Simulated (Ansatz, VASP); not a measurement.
One calculation of Tl, two programs

```
CELL_PARAMETERS angstrom
3.01971 0.00000 0.00000
-1.50985 2.61514 0.00000
0.00000 0.00000 2.84308
ATOMIC_POSITIONS crystal
Tl 0.00000 0.00000 0.00000
```

Change from the starting cell: volume scaled by 0.68, LAPW.

Alike in both runs: task single point; functional PBE; k mesh 14 × 14 × 13; occupations fermi-dirac, width 0.1 eV; no spin polarisation.

|  | VASP | Ansatz |
| --- | --- | --- |
| version | VASP 6.6.1 | Ansatz 0.2.0 |
| potentials or method | VASP PAW PBE potentials, release 64 (Tl_d), cutoff 520 eV | all-electron LAPW, scalar-relativistic |

```csv
,VASP,Ansatz,Ansatz less VASP
pressure (GPa),25.3,25.4,+0.08
```

Ansatz ran all-electron here, and VASP with PAW potentials.

Neither program's run includes spin-orbit coupling.
